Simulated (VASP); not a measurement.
Runs of VASP 6.6.1 on NbAlS4. The structure is that of space group F-43m (No. 216), or close to it. The cells are those of the table. 

```tsv
task	spin	cell	k mesh	cutoff (eV)	gap on the mesh (eV)	pressure (GPa)	moment (μB)	largest force (eV/Å)
single point	collinear, ferromagnetic start	a = 5.197 Å, angles 60.0°, 6 atoms	10 × 10 × 10	520	none	-0.1	0.22	0.02
single point	off	a = 5.498 Å, angles 60.0°, 6 atoms	4 × 4 × 4	520	none	-8.8	-	0.02
single point	collinear, ferrimagnetic start	a = 5.498 Å, angles 60.0°, 6 atoms	4 × 4 × 4	520	none	-6.7	(b)	0.11
relaxation of cell and atoms	collinear, ferromagnetic start	relaxed from a = 5.498 Å, angles 60.0°, 6 atoms	4 × 4 × 4	600	none	0.0	1.28	0.02
single point	collinear, ferromagnetic start	a = 5.244 Å, angles 60.0°, 6 atoms	4 × 4 × 4	520	none	-0.2	1.29	(a)
```

Alike in all rows: level PBE; potentials or basis VASP PAW PBE potentials, release 64 (Al, Nb_sv, S); smearing gaussian 0.1 eV.

Problem. Estimate the missing entries.

Solution. (a) 0.01; (b) 2.40.

Caveats: some runs use coarse meshes.

A k mesh can miss the band edges, and the runs leave out spin-orbit coupling on Nb.

A gap of «none» marks levels without a gap at the run's occupations.
